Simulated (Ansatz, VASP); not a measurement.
# Ni in VASP and in Ansatz

File POSCAR:

```
Ni
1.0
   -1.3837154700      1.3837154700      1.3837154700
    1.3837154700     -1.3837154700      1.3837154700
    1.3837154700      1.3837154700     -1.3837154700
Ni
1
Direct
    0.0000000000      0.0000000000      0.0000000000
```

File INCAR.step1:

```
SYSTEM = Ni
PREC = Accurate
ENCUT = 520
ISMEAR = 0
SIGMA = 0.1
LREAL = .False.
LASPH = .True.
NELM = 150
ISPIN = 2
MAGMOM = 0.76
LMAXMIX = 4
NBANDS = 15
GGA = PE
ALGO = Normal
EDIFF = 1E-4
LWAVE = .True.
LCHARG = .False.
```

File INCAR.step2:

```
SYSTEM = Ni
PREC = Accurate
ENCUT = 520
EDIFF = 1E-7
ISMEAR = 0
SIGMA = 0.1
LREAL = .False.
LASPH = .True.
NELM = 150
ALGO = Normal
ISIF = 2
LWAVE = .False.
LCHARG = .True.
ISPIN = 2
MAGMOM = 0.76
LORBIT = 11
LMAXMIX = 4
METAGGA = R2SCAN
LMIXTAU = .True.
LELF = .True.
LVHAR = .True.
NBANDS = 15
ISTART = 1
```

Contents of KPOINTS:

```
Automatic mesh
0
Gamma
  22 22 22
  0 0 0
```

Input for Ansatz:

```yaml
crystal:
  lattice:
    - [-1.38371547, 1.38371547, 1.38371547]
    - [1.38371547, -1.38371547, 1.38371547]
    - [1.38371547, 1.38371547, -1.38371547]
  atoms:
    - { symbol: Ni, position: [0.0, 0.0, 0.0], spin: 0.76 }
basis:
  ecutwfc: 500
kpoints:
  mp_grid: { grid: [22, 22, 22] }
hamiltonian:
  xc: r2scan
scf:
  occupations: { method: gaussian, width: 0.1 }
output:
  forces: true
  stress: true
  eigenvalues: true
  populations: true
magnetization:
  spin_polarized: true
```

Alike in both runs: task single point; functional r2SCAN; k mesh 22 × 22 × 22; occupations gaussian, width 0.1 eV; collinear spin.

|  | VASP | Ansatz |
| --- | --- | --- |
| version | VASP 6.6.1 | Ansatz 0.2.0 |
| potentials or method | VASP PAW PBE potentials, release 64 (Ni), cutoff 520 eV | scalar-relativistic, plane waves, PAW |
| valence electrons in the cell | 10 | 18 |

VASP gave:

| Item | Value |
| --- | --- |
| gap on the k mesh at the Fermi level (eV) | none |
| pressure (GPa) | 0.0 |
| net moment per atom (μB) | 0.62 |
| size of the moment on the site where the two differ most (μB) | 0.64 |

Task: Which values does Ansatz return?

Result: gap on the k mesh at the Fermi level (eV): none; pressure (GPa): -0.3; net moment per atom (μB): 0.64; size of the moment on the site where the two differ most (μB): 0.69.

VASP's potentials were made for PBE, not for r2SCAN. Site moments also hang on the region over which each program counts them. A gap of «none» marks a metal or a gap that the smearing closes. With one functional, cell and mesh, what is left measures potentials, basis and numerics. VASP's potentials hold 10 valence electrons a cell and Ansatz's 18, so a difference there can come from the potentials and not from the codes. Ansatz's warnings: stability check not made.
